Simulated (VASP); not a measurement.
# HfN in VASP: further runs

HfN is run at these levels: PBE; tasks: single point.

All numbers are computed with VASP 6.6.1; they aren't measurements. Logs are shortened: lines on timing, memory, paths and dates and some standing lists are left out, and cuts for length are marked.

## 1. The cell of the first run

Symmetry: Fm-3m, No. 225, cubic system. The conventional cell has a = 4.157 Å, b = 4.157 Å, c = 4.157 Å, α = 90.00°, β = 90.00°, γ = 90.00°. Within 2.8 Å of Hf (site symmetry m-3m) lie 6 N at 2.08 Å. Within 2.8 Å of N (site symmetry m-3m) lie 6 Hf at 2.08 Å.

## 2. Single point, PBE (strain -0.080 along x and y, -0.080 along z)

INCAR reads:

```
PREC     = Accurate       # precision mode
ENCUT    = 520            # plane-wave cutoff, eV
EDIFF    = 1E-6           # SCF threshold, eV
ISMEAR   = 0              # smearing method
SIGMA    = 0.15           # smearing width, eV
LREAL    = False          # projectors in reciprocal space
LASPH    = True           # aspherical terms in the spheres
NELM     = 60             # most SCF steps
ALGO     = Normal         # electronic algorithm
ISIF     = 2              # what is computed and relaxed
LWAVE    = False          # write WAVECAR
LCHARG   = True           # write CHGCAR
GGA      = PE             # functional
LELF     = True           # ELF
LVHAR    = True         
NBANDS   = 14             # bands
```

KPOINTS reads:

```
Automatic mesh
0
Gamma
  18 18 18
```

POSCAR reads:

```
HfN
1.0
    0.0000000000      2.0782800000      2.0782800000
    2.0782800000      0.0000000000      2.0782800000
    2.0782800000      2.0782800000      0.0000000000
Hf N
1 1
Direct
    0.0000000000      0.0000000000      0.0000000000
    0.5000000000      0.5000000000      0.5000000000
```

Potentials or basis: VASP PAW PBE potentials, release 64 (Hf_pv, N).

Launch:

```sh
$ cat potpaw_PBE.64/Hf_pv/POTCAR potpaw_PBE.64/N/POTCAR > POTCAR
$ mpirun -np 1 vasp_std > vasp.out
```

OUTCAR:

```text
PREC = Accurate
   ENCUT = 520
   EDIFF = 1E-6
   ISMEAR = 0
   LREAL = False
   LASPH = True
   NELM = 60
   ISIF = 2
   GGA = PE

 ion  position               nearest neighbor table
   1  0.000  0.000  0.000-   2 2.08   2 2.08   2 2.08   2 2.08   2 2.08   2 2.08
   2  0.500  0.500  0.500-   1 2.08   1 2.08   1 2.08   1 2.08   1 2.08   1 2.08

  LATTYP: Found a face centered cubic cell.
 ALAT       =     4.1565600000

  Lattice vectors:

 A1 = (   0.0000000000,   2.0782800000,   2.0782800000)
 A2 = (   2.0782800000,   0.0000000000,   2.0782800000)
 A3 = (   2.0782800000,   2.0782800000,   0.0000000000)

Analysis of symmetry for initial positions (statically):
=====================================================================
 Subroutine PRICEL returns:
 Original cell was already a primitive cell.

 Routine SETGRP: Setting up the symmetry group for a
 face centered cubic supercell.

 Subroutine GETGRP returns: Found 48 space group operations
 (whereof 48 operations were pure point group operations)
 out of a pool of 48 trial point group operations.

The static configuration has the point symmetry O_h .

Analysis of symmetry for dynamics (positions and initial velocities):
=====================================================================
 Subroutine PRICEL returns:
 Original cell was already a primitive cell.

 Routine SETGRP: Setting up the symmetry group for a
 face centered cubic supercell.

 Subroutine GETGRP returns: Found 48 space group operations
 (whereof 48 operations were pure point group operations)
 out of a pool of 48 trial point group operations.

The dynamic configuration has the point symmetry O_h .

 Subroutine INISYM returns: Found 48 space group operations
 (whereof 48 operations are pure point group operations),
 and found     1 'primitive' translations

----------------------------------------------------------------------------------------

                                     Primitive cell

  volume of cell :      17.9532

  direct lattice vectors                    reciprocal lattice vectors
     0.000000000  2.078280000  2.078280000    -0.240583559  0.240583559  0.240583559
     2.078280000  0.000000000  2.078280000     0.240583559 -0.240583559  0.240583559
     2.078280000  2.078280000  0.000000000     0.240583559  0.240583559 -0.240583559

  length of vectors
     2.939131762  2.939131762  2.939131762     0.416702948  0.416702948  0.416702948

  position of ions in fractional coordinates (direct lattice)
     0.000000000  0.000000000  0.000000000
     0.500000000  0.500000000  0.500000000

  ion indices of the primitive-cell ions
   primitive index   ion index
                 1           1
                 2           2

----------------------------------------------------------------------------------------

 KPOINTS: Automatic mesh

Automatic generation of k-mesh.
 Grid dimensions read from file:
 generate k-points for:   18   18   18

 Generating k-lattice:

  Cartesian coordinates                     Fractional coordinates (reciprocal lattice)
    -0.013365753  0.013365753  0.013365753     0.055555556  0.000000000  0.000000000
     0.013365753 -0.013365753  0.013365753     0.000000000  0.055555556  0.000000000
     0.013365753  0.013365753 -0.013365753     0.000000000  0.000000000  0.055555556

  Length of vectors
     0.023150164  0.023150164  0.023150164

  Shift w.r.t. Gamma in fractional coordinates (k-lattice)
     0.000000000  0.000000000  0.000000000

 Subroutine IBZKPT returns following result:
 ===========================================

 Found    195 irreducible k-points:

 Following reciprocal coordinates:
            Coordinates               Weight
  0.000000  0.000000  0.000000      1.000000
  0.055556  0.000000  0.000000      8.000000
  0.111111  0.000000  0.000000      8.000000
  0.166667  0.000000  0.000000      8.000000
  0.222222  0.000000  0.000000      8.000000
  0.277778  0.000000  0.000000      8.000000
[... 16 lines left out ...]
 -0.277778  0.055556  0.000000     24.000000
 -0.222222  0.055556  0.000000     24.000000
 [... further k-points ...]
   k-points           NKPTS =    195   k-points in BZ     NKDIM =    195   number of bands    NBANDS=     14
   number of dos      NEDOS =    301   number of ions     NIONS =      2
   total plane-waves  NPLWV =  13824
   dimension x,y,z NGX =    24 NGY =   24 NGZ =   24
   dimension x,y,z NGXF=    48 NGYF=   48 NGZF=   48
   ions per type =               1   1
   NGX,Y,Z   is equivalent  to a cutoff of  13.58, 13.58, 13.58 a.u.
   NGXF,Y,Z  is equivalent  to a cutoff of  27.15, 27.15, 27.15 a.u.
 SYSTEM =  unknown system
   PREC   = accura    normal or accurate (medium, high low for compatibility)
   ISTART =      0    job   : 0-new  1-cont  2-samecut
   ICHARG =      2    charge: 1-file 2-atom 10-const
   ISPIN  =      1    spin polarized calculation?
   LNONCOLLINEAR =      F non collinear calculations
   LSORBIT =      F    spin-orbit coupling
   LASPH  =      T    aspherical Exc in radial PAW
   ENCUT  =  520.0 eV  38.22 Ry    6.18 a.u.   5.46  5.46  5.46*2*pi/ulx,y,z
   NELM   =     60;   NELMIN=  2; NELMDL= -5     # of ELM steps
   EDIFF  = 0.1E-05   stopping-criterion for ELM
   LREAL  =      F    real-space projection
   EDIFFG = 0.1E-04   stopping-criterion for IOM
   NSW    =      0    number of steps for IOM
   IBRION =     -1    ionic relax: 0-MD 1-quasi-New 2-CG
   NFREE  =      0    steps in history (QN), initial steepest desc. (CG)
   ISIF   =      2    stress and relaxation
   ISYM   =      2    0-nonsym 1-usesym 2-fastsym
   POTIM  = 0.5000    time-step for ionic-motion
   TEBEG  =    0.0;   TEEND  =   0.0 temperature during run
   PSTRESS=    0.0 pullay stress
   NELECT =      15.0000    total number of electrons
   NUPDOWN=      -1.0000    fix difference up-down
   EMIN   =  10.00;   EMAX   =-10.00  energy-range for DOS
   EFERMI =   0.00;   METHOD = LEGACY
   ISMEAR =     0;   SIGMA  =   0.15  broadening in eV -4-tet -1-fermi 0-gaus
   EFERMI_NEDOS =   21; number of points for ismear=-14 and -15
   IALGO  =     38    algorithm
   IMIX   =      4    mixing-type and parameters
     AMIX     =   0.40;   BMIX     =  1.00
     AMIX_MAG =   1.60;   BMIX_MAG =  1.00
  volume/ion in A,a.u.               =       8.98        60.58
  Fermi-wavevector in a.u.,A,eV,Ry     =   1.541906  2.913780 32.347493  2.377474
  Thomas-Fermi vector in A             =   2.647786
   LORBIT       =      0    0 simple, 1 ext, 2 COOP (PROOUT), +10 PAW based schemes
   GGA     = PE    functional components
   LHFCALC =     F    Hartree Fock is set to
   AEXX    =    0.0000 exact exchange contribution
   IVDW    =     0    specifies the selected vdW correction
   LEPSILON=     F    determine dielectric tensor
   LRPA    =     F    only Hartree local field effects (RPA)
 non-spin polarized calculation
 Gauss-broadening in eV      SIGMA  =   0.15
  energy-cutoff  :      520.00
  volume of cell :       17.95
 maximum number of plane-waves:       531
 NGX is ok and might be reduce to    24
   NGX = 11   NGY = 11   NGZ = 11

 number of electron      15.0000003 magnetization

 Free energy of the ion-electron system (eV)
  ---------------------------------------------------
  ext. energy  EPLUGINS =         0.00000000
  ---------------------------------------------------
  free energy    TOTEN  =       -20.11137847 eV

  energy without entropy =      -20.10595154  energy(sigma->0) =      -20.10866501

 E-fermi :  10.7469     XC(G=0): -14.1006

 val. band max:       10.7452806325   @ k =   0.1111   0.0000   0.0000
 cond. band min:      10.8509534918   @ k =   0.5000   0.2222   0.0556
 fundamental gap:      0.1056728592
 Fermi energy:        10.7468615351

 k-point     1 :       0.0000    0.0000    0.0000
  band No.  band energies     occupation
      1     -19.3579      2.00000
      2     -19.3579      2.00000
      3     -19.3579      2.00000
      4      -8.1740      2.00000
      5       7.5078      2.00000
      6       7.5078      2.00000
      7       7.5078      2.00000
      8      10.2104      2.00000
      9      10.2104      2.00000
     10      10.2104      2.00000
     11      13.3787      0.00000
     12      13.3787      0.00000
     13      15.3476      0.00000
     14      20.9635      0.00000

 k-point     2 :       0.0556    0.0000    0.0000
  band No.  band energies     occupation
      1     -19.4449      2.00000
      2     -19.3632      2.00000
      3     -19.3632      2.00000
      4      -8.0439      2.00000
      5       7.1308      2.00000
      6       7.2295      2.00000
      7       7.2295      2.00000
      8      10.3569      1.99976
      9      10.3587      1.99975
     10      10.3587      1.99975
     11      13.7302      0.00000
     12      13.7302      0.00000
     13      15.5628      0.00000
     14      21.2936      0.00000

 k-point     3 :       0.1111    0.0000    0.0000
  band No.  band energies     occupation
      1     -19.6864      2.00000
      2     -19.3787      2.00000
      3     -19.3787      2.00000
      4      -7.6752      2.00000
      5       6.2492      2.00000
      6       6.5794      2.00000
      7       6.5794      2.00000
      8      10.6396      1.68825
      9      10.7453      1.01189
     10      10.7453      1.01189
     11      14.6497      0.00000
     12      14.6497      0.00000
     13      16.1446      0.00000
     14      22.2308      0.00000
[... 324 lines left out ...]
 k-point    23 :      -0.2778    0.0556    0.0000
  band No.  band energies     occupation
      1     -20.9340      2.00000
      2     -19.5561      2.00000
      3     -19.4410      2.00000
      4      -5.4572      2.00000
      5       2.5695      2.00000
      6       4.0400      2.00000
      7       4.5730      2.00000
      8      11.9372      0.00000
      9      12.8306      0.00000
     10      14.1362      0.00000
     11      17.9187      0.00000
     12      19.1901      0.00000
     13      20.0683      0.00000
     14      24.1767      0.00000

 k-point    24 :      -0.2222    0.0556    0.0000
  band No.  band energies     occupation
      1     -20.5666      2.00000
      2     -19.5243      2.00000
      3     -19.4087      2.00000
      4      -6.1598      2.00000
      5       3.5374      2.00000
      6       4.5901      2.00000
      7       5.2078      2.00000
      8      11.3632      0.00000
      9      11.9532      0.00000
     10      13.1943      0.00000
     11      16.7200      0.00000
     12      18.4491      0.00000
     13      18.6281      0.00000
     14      24.1826      0.00000

 [... further k-points ...]

------------------------ aborting loop because EDIFF is reached ----------------------------------------

  FORCE on cell =-STRESS in cart. coord.  units (eV):
  Direction    XX          YY          ZZ          XY          YZ          ZX
  --------------------------------------------------------------------------------------
  -------------------------------------------------------------------------------------
  Total       13.8855150     13.8855150     13.8855150      0.0000000      0.0000000      0.0000000
  in kB     1239.1686153   1239.1686153   1239.1686153      0.0000000      0.0000000      0.0000000
  external PRESSURE =    1239.1686153 kB  Pullay stress =       0.0000000 kB

 VOLUME and BASIS-vectors are now :
 -----------------------------------------------------------------------------
  energy-cutoff  :      520.00
  volume of cell :       17.95
      direct lattice vectors                 reciprocal lattice vectors
     0.000000000  2.078280000  2.078280000    -0.240583559  0.240583559  0.240583559
     2.078280000  0.000000000  2.078280000     0.240583559 -0.240583559  0.240583559
     2.078280000  2.078280000  0.000000000     0.240583559  0.240583559 -0.240583559

 POSITION                                       TOTAL-FORCE (eV/Angst)
 -----------------------------------------------------------------------------------
      0.00000      0.00000      0.00000         0.000000      0.000000      0.000000
      2.07828      2.07828      2.07828        -0.000000     -0.000000      0.000000
 -----------------------------------------------------------------------------------
    total drift:                                0.000000     -0.000000     -0.000000

  FREE ENERGIE OF THE ION-ELECTRON SYSTEM (eV)
  ---------------------------------------------------
  free  energy   TOTEN  =       -20.1113784731 eV

  energy  without entropy=      -20.1059515385  energy(sigma->0) =      -20.10866501
```

Run time: 1.9 min. Hardware: 1 thread of Intel Xeon 8259CL, shared host; peak memory 0.18 GiB.

Results:

| Property | Result |
| --- | --- |
| Free energy | -20.1114 eV |
| Pressure | 123.9 GPa |
| Band gap on the k mesh | zero (an odd number of electrons rules out a gap without spin polarisation) |

Levels at points of the mesh, in eV from the Fermi level:
```csv
k point,band 5,band 6,band 7,band 8,band 9,band 10,band 11,band 12
"(0.00, 0.00, 0.00)",-3.24,-3.24,-3.24,-0.54,-0.54,-0.54,2.63,2.63
"(0.50, 0.00, 0.00)",-10.37,-7.55,-7.55,4.59,5.14,5.14,5.95,12.30
"(0.50, 0.50, 0.00)",-5.09,-4.92,-3.60,-3.60,5.62,7.74,7.74,9.10
```

Caveat: the cell differs from its parent crystal (strain -0.080 along x and y, -0.080 along z); the cell stands under pressure; spin-orbit coupling is left out, which moves the levels of the heavy elements; an odd number of electrons without spin polarisation forces a metal; a magnetic or distorted state may lie lower.

## 3. Single point, PBE (strain -0.040 along x and y, -0.040 along z)

INCAR reads:

```
SYSTEM = HfN
  ALGO = Normal
  EDIFF = 1E-6
  ENCUT = 520
  GGA = PE
  ISIF = 2
  ISMEAR = 0
  LASPH = .True.
  LCHARG = .False.
  LREAL = .False.
  LWAVE = .False.
  NBANDS = 14
  NELM = 60
  PREC = Accurate
  SIGMA = 0.15
```

KPOINTS reads:

```
k-points
0
Gamma
  18 18 18
  0 0 0
```

POSCAR reads:

```
HfN
1.0
    0.0000000000      2.1686400000      2.1686400000
    2.1686400000      0.0000000000      2.1686400000
    2.1686400000      2.1686400000      0.0000000000
Hf N
1 1
Direct
    0.0000000000      0.0000000000      0.0000000000
    0.5000000000      0.5000000000      0.5000000000
```

Potentials or basis: VASP PAW PBE potentials, release 64 (Hf_pv, N).

Launch:

```sh
$ cat potpaw_PBE.64/Hf_pv/POTCAR potpaw_PBE.64/N/POTCAR > POTCAR
$ mpirun -np 1 vasp_std > vasp.out
```

Wall time 2 min (1 thread of Intel Xeon 8259CL, shared host); peak memory 0.19 GiB.

Results (log left out):

- Free energy: -21.3695 eV
- Pressure: 48.1 GPa
- Band gap on the k mesh: zero (an odd number of electrons rules out a gap without spin polarisation)

Levels at points of the mesh, in eV from the Fermi level:
```tsv
k point	band 5	band 6	band 7	band 8	band 9	band 10	band 11	band 12
(0.00, 0.00, 0.00)	-3.16	-3.16	-3.16	-0.42	-0.42	-0.42	2.28	2.28
(0.50, 0.00, 0.00)	-9.61	-6.83	-6.83	3.88	4.37	4.37	5.12	10.42
(0.50, 0.50, 0.00)	-5.30	-4.39	-3.71	-3.71	4.80	6.54	6.54	7.17
```

Caveat: the cell differs from its parent crystal (strain -0.040 along x and y, -0.040 along z); the cell stands under pressure; spin-orbit coupling is left out, which moves the levels of the heavy elements; an odd number of electrons without spin polarisation forces a metal; a magnetic or distorted state may lie lower.

[end of part 1 of 2]

The gap in the log of VASP goes by the Fermi energy; the results here count the filled bands.